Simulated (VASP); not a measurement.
A run of VASP 6.6.1:

POSCAR

```
Sn3GeCl
1.0
    5.3987204876      0.0000000000      0.0000000000
    0.0000000000      5.3987204876      0.0000000000
    0.0000000000      0.0000000000      5.3987204876
Sn Ge Cl
3 1 1
Direct
    0.0000000000      0.5000000000      0.5000000000
    0.5000000000      0.0000000000      0.5000000000
    0.5000000000      0.5000000000      0.0000000000
    0.0000000000      0.0000000000      0.0000000000
    0.5000000000      0.5000000000      0.5000000000
```

INCAR.step1

```
SYSTEM = Sn3GeCl
PREC = Accurate
ENCUT = 520
EDIFF = 1E-6
ISMEAR = 0
SIGMA = 0.1
LREAL = .False.
LASPH = .True.
NELM = 100
ALGO = Normal
ISIF = 2
LWAVE = .False.
LCHARG = .True.
GGA = PE
NBANDS = 40
```

File KPOINTS.step1:

```
Automatic mesh
0
Gamma
  8 8 8
  0 0 0
```

INCAR.step2

```
SYSTEM = Sn3GeCl
PREC = Accurate
ENCUT = 520
EDIFF = 1E-6
ISMEAR = -5
SIGMA = 0.1
LREAL = .False.
LASPH = .True.
NELM = 100
ALGO = Normal
ISIF = 2
LWAVE = .False.
LCHARG = .False.
GGA = PE
LORBIT = 11
NBANDS = 40
NEDOS = 1001
ICHARG = 11
```

The input KPOINTS.step2:

```
Automatic mesh
0
Gamma
  12 12 12
  0 0 0
```

Potentials or basis: VASP PAW PBE potentials, release 64 (Sn_d, Ge_d, Cl).

Run with:

```console
$ cat potpaw_PBE.64/Sn_d/POTCAR potpaw_PBE.64/Ge_d/POTCAR potpaw_PBE.64/Cl/POTCAR > POTCAR
$ cp INCAR.step1 INCAR
$ cp KPOINTS.step1 KPOINTS
$ mpirun -np 1 vasp_std > vasp.out
$ cp INCAR.step2 INCAR
$ cp KPOINTS.step2 KPOINTS
$ mpirun -np 1 vasp_std > vasp.out
```

Hardware: 1 thread of Intel(R) Xeon(R) Platinum 8488C (Sapphire Rapids), on a shared host.

Task: Estimate the wall time of this run.

Result: Run time: 4.9 min on 1 thread of Intel(R) Xeon(R) Platinum 8488C (Sapphire Rapids), on a shared host, peak memory 0.56 GiB. Counts: k points 84.
